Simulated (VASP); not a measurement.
The system is Sb.

```
Sb
1.0
     3.41754    0.00000    0.00000
    -1.70877    2.95968    0.00000
     0.00000    0.00000    5.53642
Sb
2
Direct
  0.33333 0.66667 0.25000
  0.66667 0.33333 0.75000
```

```yaml
Program: VASP 6.6.1
Task: relaxation of cell and atoms
Functional: PBE
Potentials_or_basis: VASP PAW PBE potentials, release 64 (Sb)
Cutoff: 600 eV
k_mesh: 14 × 14 × 8
Occupations: fermi-dirac, width 0.05 eV
Spin: no spin polarisation
```

At the start: pressure -1.2 GPa; volume 28.00 Å³/atom.

Question: Where does the relaxation end?

Answer: Over 6 steps the energy falls by 3.0 meV/atom and the volume is 27.39 Å³/atom (-2.2 %); space group P6_3/mmc (No. 194, to 0.05 Å).

The path:
```
step  energy change (eV)  largest force (eV/Å)  pressure (GPa)  volume (Å³)
   1              0.0000                0.0000           -1.24        56.00
   2             -0.0047                0.0000            0.56        54.26
   3             -0.0054                0.0000            0.07        54.71
   4             -0.0054                0.0000            0.03        54.74
   5             -0.0058                0.0000            0.01        54.75
   6             -0.0061                0.0000           -0.02        54.79
```

Final structure:
```yaml
crystal:
  lattice:
    - [3.37502, 0.00000, 0.00000]
    - [-1.68751, 2.92286, 0.00000]
    - [0.00000, 0.00000, 5.55413]
  atoms:
    - { symbol: Sb, position: [0.33333, 0.66667, 0.25000] }
    - { symbol: Sb, position: [0.66667, 0.33333, 0.75000] }
```
